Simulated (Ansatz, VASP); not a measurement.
# WS2: VASP beside Ansatz

Contents of INCAR:

```
SYSTEM = WS2
  PREC = Accurate
  ENCUT = 520
  EDIFF = 1E-6
  ISMEAR = -1
  SIGMA = 0.05
  LREAL = .False.
  LASPH = .True.
  NELM = 60
  ALGO = Normal
  ISIF = 2
  LWAVE = .False.
  LCHARG = .False.
  GGA = PE
  NBANDS = 64
```

KPOINTS

```
regular mesh
0
Gamma
  10 10 1
  0 0 0
```

POSCAR

```
WS2
1.0
    3.1831225544      0.0000000000      0.0000000000
   -1.5915612772      2.7566649955      0.0000000000
    0.0000000000      0.0000000000     35.1805582101
W S
4 8
Direct
    0.3333333333      0.6666666667      0.5923166100
    0.3333333333      0.6666666667      0.2234000000
    0.6666666667      0.3333333333      0.7766000000
    0.6666666667      0.3333333333      0.4076833900
    0.3333333333      0.6666666667      0.8211496400
    0.3333333333      0.6666666667      0.4520236900
    0.6666666667      0.3333333333      0.6366210700
    0.6666666667      0.3333333333      0.2677418400
    0.3333333333      0.6666666667      0.7322581600
    0.3333333333      0.6666666667      0.3633789300
    0.6666666667      0.3333333333      0.5479763100
    0.6666666667      0.3333333333      0.1788503600
```

File input.yaml:

```yaml
crystal:
  lattice:
    - [3.1831225544, 0.0, 0.0]
    - [-1.5915612772, 2.7566649955, 0.0]
    - [0.0, 0.0, 35.1805582101]
  atoms:
    - { symbol: W, position: [0.3333333333, 0.6666666667, 0.59231661] }
    - { symbol: W, position: [0.3333333333, 0.6666666667, 0.2234] }
    - { symbol: W, position: [0.6666666667, 0.3333333333, 0.7766] }
    - { symbol: W, position: [0.6666666667, 0.3333333333, 0.40768339] }
    - { symbol: S, position: [0.3333333333, 0.6666666667, 0.82114964] }
    - { symbol: S, position: [0.3333333333, 0.6666666667, 0.45202369] }
    - { symbol: S, position: [0.6666666667, 0.3333333333, 0.63662107] }
    - { symbol: S, position: [0.6666666667, 0.3333333333, 0.26774184] }
    - { symbol: S, position: [0.3333333333, 0.6666666667, 0.73225816] }
    - { symbol: S, position: [0.3333333333, 0.6666666667, 0.36337893] }
    - { symbol: S, position: [0.6666666667, 0.3333333333, 0.54797631] }
    - { symbol: S, position: [0.6666666667, 0.3333333333, 0.17885036] }
hamiltonian:
  xc: pbe
  pseudopotentials: { kind: paw }
kpoints:
  mp_grid: { grid: [10, 10, 1] }
  band_path:
    path:
      - [[0.0, 0.0, 0.0], [0.5, 0.0, 0.0], [0.3333333333, 0.3333333333, 0.0], [0.0, 0.0, 0.0], [0.0, 0.0, 0.5], [0.5, 0.0, 0.5], [0.3333333333, 0.3333333333, 0.5], [0.0, 0.0, 0.5]]
      - [[0.5, 0.0, 0.5], [0.5, 0.0, 0.0]]
      - [[0.3333333333, 0.3333333333, 0.0], [0.3333333333, 0.3333333333, 0.5]]
    npoints: 10
scf:
  occupations: { method: fermi_dirac, width: 0.05 }
  n_extra_bands: 30
output:
  forces: true
  stress: true
  eigenvalues: true
  fatbands: false
```

Alike in both runs: functional PBE; k mesh 10 × 10 × 1; occupations fermi-dirac, width 0.05 eV; no spin polarisation.

```csv
,VASP,Ansatz
version,VASP 6.6.1,Ansatz 0.2.0
potentials or method,"VASP PAW PBE potentials, release 64 (W_sv, S)",Ansatz PAW
plane-wave cutoff (eV),520,420
valence electrons in the cell,104,104
task,single point,band structure
```

|  | VASP | Ansatz | Ansatz less VASP |
| --- | --- | --- | --- |
| gap on the k mesh at the Fermi level (eV) | 1.44 | 1.43 | -0.012 |
| least direct gap on the mesh (eV) | 2.11 | 2.11 | -0.003 |
| rms of the force components (eV/Å) | 0.098 | 0.097 | -0.0012 |

Atom by atom the forces differ by 0.001 eV/Å (rms over components).

Neither program's run includes spin-orbit coupling. Noted on Ansatz's run: the k mesh misses the band edges, so the gap on the mesh is wider than the one along the path.
